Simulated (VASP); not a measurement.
# F (P6_3/mmc) in VASP: notebook

F is run at these levels: PBE; tasks: single point, relaxation of cell and atoms.

Everything below comes from runs of VASP 6.6.1. Logs are shortened: lines on timing, memory, paths and dates and some standing lists are left out, and cuts for length are marked.

## 1. The cell of the first run

Symmetry: P6_3/mmc, No. 194, hexagonal system. Conventional cell: a = 2.392 Å, b = 2.392 Å, c = 2.877 Å, α = 90.00°, β = 90.00°, γ = 120.00°. Within 2.6 Å of F (site symmetry -6m2) lie 12 F at 1.99 to 2.39 Å.

## 2. Single point, PBE

File INCAR:

```
  PREC = Accurate
  ENCUT = 520
  EDIFF = 1E-6
  ISMEAR = -1
  SIGMA = 0.08
  LREAL = False
  LASPH = True
  NELM = 80
  ALGO = Normal
  ISIF = 2
  LWAVE = False
  LCHARG = False
  GGA = PE
  NBANDS = 14
```

File KPOINTS:

```
regular mesh
0
Gamma
  19 19 10
```

File POSCAR:

```
F
1.0
    2.3918625700      0.0000000000      0.0000000000
   -1.1959312850      2.0714137480      0.0000000000
    0.0000000000      0.0000000000      2.8770593360
F
2
Direct
    0.3333333333      0.6666666667      0.2500000000
    0.6666666667      0.3333333333      0.7500000000
```

Potentials or basis: VASP PAW PBE potentials, release 64 (F).

Launch:

```bash
$ cat potpaw_PBE.64/F/POTCAR > POTCAR
$ mpirun -np 1 vasp_std > vasp.out
```

OUTCAR:

```text
PREC = Accurate
   ENCUT = 520
   EDIFF = 1E-6
   ISMEAR = -1
   LREAL = False
   LASPH = True
   NELM = 80
   ISIF = 2
   GGA = PE

 ion  position               nearest neighbor table
   1  0.333  0.667  0.250-
   2  0.667  0.333  0.750-

  LATTYP: Found a hexagonal cell.
 ALAT       =     2.3918625700
 C/A-ratio  =     1.2028531121

  Lattice vectors:

 A1 = (   2.3918625700,   0.0000000000,   0.0000000000)
 A2 = (  -1.1959312850,   2.0714137480,   0.0000000000)
 A3 = (   0.0000000000,   0.0000000000,   2.8770593360)

Analysis of symmetry for initial positions (statically):
=====================================================================
 Subroutine PRICEL returns:
 Original cell was already a primitive cell.

 Routine SETGRP: Setting up the symmetry group for a
 hexagonal supercell.

 Subroutine GETGRP returns: Found 24 space group operations
 (whereof 12 operations were pure point group operations)
 out of a pool of 24 trial point group operations.

The static configuration has the point symmetry D_3d.
 The point group associated with its full space group is D_6h.

Analysis of symmetry for dynamics (positions and initial velocities):
=====================================================================
 Subroutine PRICEL returns:
 Original cell was already a primitive cell.

 Routine SETGRP: Setting up the symmetry group for a
 hexagonal supercell.

 Subroutine GETGRP returns: Found 24 space group operations
 (whereof 12 operations were pure point group operations)
 out of a pool of 24 trial point group operations.

The dynamic configuration has the point symmetry D_3d.
 The point group associated with its full space group is D_6h.

 Subroutine INISYM returns: Found 24 space group operations
 (whereof 12 operations are pure point group operations),
 and found     1 'primitive' translations

----------------------------------------------------------------------------------------

                                     Primitive cell

  volume of cell :      14.2545

  direct lattice vectors                    reciprocal lattice vectors
     2.391862570  0.000000000  0.000000000     0.418084221  0.241381038  0.000000000
    -1.195931285  2.071413748  0.000000000     0.000000000  0.482762075  0.000000000
     0.000000000  0.000000000  2.877059336     0.000000000  0.000000000  0.347577121

  length of vectors
     2.391862570  2.391862570  2.877059336     0.482762075  0.482762075  0.347577121

  position of ions in fractional coordinates (direct lattice)
     0.333333333  0.666666667  0.250000000
     0.666666667  0.333333333  0.750000000

  ion indices of the primitive-cell ions
   primitive index   ion index
                 1           1
                 2           2

----------------------------------------------------------------------------------------

 KPOINTS: regular mesh

Automatic generation of k-mesh.
 Grid dimensions read from file:
 generate k-points for:   19   19   10

 Generating k-lattice:

  Cartesian coordinates                     Fractional coordinates (reciprocal lattice)
     0.022004433  0.012704265  0.000000000     0.052631579  0.000000000  0.000000000
     0.000000000  0.025408530  0.000000000     0.000000000  0.052631579  0.000000000
     0.000000000  0.000000000  0.034757712     0.000000000  0.000000000  0.100000000

  Length of vectors
     0.025408530  0.025408530  0.034757712

  Shift w.r.t. Gamma in fractional coordinates (k-lattice)
     0.000000000  0.000000000  0.000000000

 Subroutine IBZKPT returns following result:
 ===========================================

 Found    240 irreducible k-points:

 Following reciprocal coordinates:
            Coordinates               Weight
  0.000000  0.000000  0.000000      1.000000
  0.052632  0.000000  0.000000      6.000000
  0.105263  0.000000  0.000000      6.000000
  0.157895  0.000000  0.000000      6.000000
  0.210526  0.000000  0.000000      6.000000
  0.263158  0.000000  0.000000      6.000000
[... 16 lines left out ...]
  0.263158  0.105263  0.000000     12.000000
  0.315789  0.105263  0.000000     12.000000
 [... further k-points ...]
   k-points           NKPTS =    240   k-points in BZ     NKDIM =    240   number of bands    NBANDS=     14
   number of dos      NEDOS =    301   number of ions     NIONS =      2
   total plane-waves  NPLWV =   7776
   dimension x,y,z NGX =    18 NGY =   18 NGZ =   24
   dimension x,y,z NGXF=    36 NGYF=   36 NGZF=   48
   ions per type =               2
   NGX,Y,Z   is equivalent  to a cutoff of  12.51, 12.51, 13.87 a.u.
   NGXF,Y,Z  is equivalent  to a cutoff of  25.02, 25.02, 27.74 a.u.
 SYSTEM =  unknown system
   PREC   = accura    normal or accurate (medium, high low for compatibility)
   ISTART =      0    job   : 0-new  1-cont  2-samecut
   ICHARG =      2    charge: 1-file 2-atom 10-const
   ISPIN  =      1    spin polarized calculation?
   LNONCOLLINEAR =      F non collinear calculations
   LSORBIT =      F    spin-orbit coupling
   LASPH  =      T    aspherical Exc in radial PAW
   ENCUT  =  520.0 eV  38.22 Ry    6.18 a.u.   4.45  4.45  5.35*2*pi/ulx,y,z
   NELM   =     80;   NELMIN=  2; NELMDL= -5     # of ELM steps
   EDIFF  = 0.1E-05   stopping-criterion for ELM
   LREAL  =      F    real-space projection
   EDIFFG = 0.1E-04   stopping-criterion for IOM
   NSW    =      0    number of steps for IOM
   IBRION =     -1    ionic relax: 0-MD 1-quasi-New 2-CG
   NFREE  =      0    steps in history (QN), initial steepest desc. (CG)
   ISIF   =      2    stress and relaxation
   ISYM   =      2    0-nonsym 1-usesym 2-fastsym
   POTIM  = 0.5000    time-step for ionic-motion
   TEBEG  =    0.0;   TEEND  =   0.0 temperature during run
   PSTRESS=    0.0 pullay stress
   NELECT =      14.0000    total number of electrons
   NUPDOWN=      -1.0000    fix difference up-down
   EMIN   =  10.00;   EMAX   =-10.00  energy-range for DOS
   EFERMI =   0.00;   METHOD = LEGACY
   ISMEAR =    -1;   SIGMA  =   0.08  broadening in eV -4-tet -1-fermi 0-gaus
   EFERMI_NEDOS =   21; number of points for ismear=-14 and -15
   IALGO  =     38    algorithm
   IMIX   =      4    mixing-type and parameters
     AMIX     =   0.40;   BMIX     =  1.00
     AMIX_MAG =   1.60;   BMIX_MAG =  1.00
  volume/ion in A,a.u.               =       7.13        48.10
  Fermi-wavevector in a.u.,A,eV,Ry     =   1.627297  3.075146 36.029536  2.648096
  Thomas-Fermi vector in A             =   2.720115
   LORBIT       =      0    0 simple, 1 ext, 2 COOP (PROOUT), +10 PAW based schemes
   GGA     = PE    functional components
   LHFCALC =     F    Hartree Fock is set to
   AEXX    =    0.0000 exact exchange contribution
   IVDW    =     0    specifies the selected vdW correction
   LEPSILON=     F    determine dielectric tensor
   LRPA    =     F    only Hartree local field effects (RPA)
 non-spin polarized calculation
  energy-cutoff  :      520.00
  volume of cell :       14.25
 maximum number of plane-waves:       401
 NGX is ok and might be reduce to    18
   NGX =  9   NGY =  9   NGZ = 11

 number of electron      14.0000009 magnetization

 Free energy of the ion-electron system (eV)
  ---------------------------------------------------
  ext. energy  EPLUGINS =         0.00000000
  ---------------------------------------------------
  free energy    TOTEN  =        -1.17182533 eV

  energy without entropy =       -1.11747345  energy(sigma->0) =       -1.14464939

 E-fermi :   0.8102     XC(G=0): -12.2717

 val. band max:        0.8044740544   @ k =   0.2105   0.1579   0.0000
 cond. band min:       0.8108662251   @ k =   0.3684   0.1053   0.1000
 fundamental gap:      0.0063921707
 Fermi energy:         0.8101886044

 k-point     1 :       0.0000    0.0000    0.0000
  band No.  band energies     occupation
      1     -24.3938      2.00000
      2     -18.5936      2.00000
      3      -5.5427      2.00000
      4      -1.1913      2.00000
      5      -1.1913      2.00000
      6       0.8195      0.94196
      7       0.8195      0.94195
      8       1.9879      0.00000
      9      17.2240      0.00000
     10      21.3559      0.00000
     11      31.9997      0.00000
     12      32.8889      0.00000
     13      32.8889      0.00000
     14      37.3313      0.00000

 k-point     2 :       0.0526    0.0000    0.0000
  band No.  band energies     occupation
      1     -24.3455      2.00000
      2     -18.6030      2.00000
      3      -5.4955      2.00000
      4      -1.2940      2.00000
      5      -1.2468      2.00000
      6       0.7293      1.46651
      7       0.8410      0.80951
      8       1.9441      0.00000
      9      17.3595      0.00000
     10      21.4876      0.00000
     11      31.8832      0.00000
     12      31.9743      0.00000
     13      33.0300      0.00000
     14      38.4658      0.00000

 k-point     3 :       0.1053    0.0000    0.0000
  band No.  band energies     occupation
      1     -24.2016      2.00000
      2     -18.6318      2.00000
      3      -5.3553      2.00000
      4      -1.5904      2.00000
      5      -1.3984      2.00000
      6       0.4803      1.96813
      7       0.8950      0.51458
      8       1.8140      0.00001
      9      17.7418      0.00000
     10      21.8618      0.00000
     11      30.3579      0.00000
     12      31.5326      0.00000
     13      33.4471      0.00000
     14      38.0669      0.00000
[... 324 lines left out ...]
 k-point    23 :       0.2632    0.1053    0.0000
  band No.  band energies     occupation
      1     -22.7162      2.00000
      2     -19.1640      2.00000
      3      -3.8983      2.00000
      4      -3.7797      2.00000
      5      -2.6252      2.00000
      6      -0.8937      2.00000
      7       0.4514      1.97770
      8       0.9230      0.39252
      9      20.2443      0.00000
     10      24.4695      0.00000
     11      25.8748      0.00000
     12      28.2271      0.00000
     13      34.4247      0.00000
     14      37.2012      0.00000

 k-point    24 :       0.3158    0.1053    0.0000
  band No.  band energies     occupation
      1     -22.2724      2.00000
      2     -19.4110      2.00000
      3      -4.2704      2.00000
      4      -3.4577      2.00000
      5      -2.6933      2.00000
      6      -1.2267      2.00000
      7       0.0329      1.99988
      8       0.9195      0.40649
      9      20.4669      0.00000
     10      24.8321      0.00000
     11      25.7846      0.00000
     12      27.5527      0.00000
     13      34.3952      0.00000
     14      36.7609      0.00000

 [... further k-points ...]

------------------------ aborting loop because EDIFF is reached ----------------------------------------

  FORCE on cell =-STRESS in cart. coord.  units (eV):
  Direction    XX          YY          ZZ          XY          YZ          ZX
  --------------------------------------------------------------------------------------
  -------------------------------------------------------------------------------------
  Total        4.6384727      4.6384727      4.6512910      0.0000000      0.0000000      0.0000000
  in kB      521.3551832    521.3551832    522.7959329      0.0000000      0.0000000      0.0000000
  external PRESSURE =     521.8354331 kB  Pullay stress =       0.0000000 kB

 VOLUME and BASIS-vectors are now :
 -----------------------------------------------------------------------------
  energy-cutoff  :      520.00
  volume of cell :       14.25
      direct lattice vectors                 reciprocal lattice vectors
     2.391862570  0.000000000  0.000000000     0.418084221  0.241381038  0.000000000
    -1.195931285  2.071413748  0.000000000     0.000000000  0.482762075  0.000000000
     0.000000000  0.000000000  2.877059336     0.000000000  0.000000000  0.347577121

 POSITION                                       TOTAL-FORCE (eV/Angst)
 -----------------------------------------------------------------------------------
     -0.00000      1.38094      0.71926         0.000000      0.000000      0.000000
      1.19593      0.69047      2.15779        -0.000000     -0.000000      0.000000
 -----------------------------------------------------------------------------------
    total drift:                                0.000000     -0.000000      0.000000

  FREE ENERGIE OF THE ION-ELECTRON SYSTEM (eV)
  ---------------------------------------------------
  free  energy   TOTEN  =        -1.1718253269 eV

  energy  without entropy=       -1.1174734480  energy(sigma->0) =       -1.14464939
```

Run time: 46 s. Hardware: 1 thread of Intel Xeon 8259CL, shared host; peak memory 0.14 GiB.

Results:

| Property | Result |
| --- | --- |
| Free energy | -1.1718 eV |
| Pressure | 52.2 GPa |
| Band gap on the k mesh | zero (bands 7 and 8 overlap by 1.84 eV) |

Caveat: the cell stands under pressure.

(Continued in part 2 of 2.)
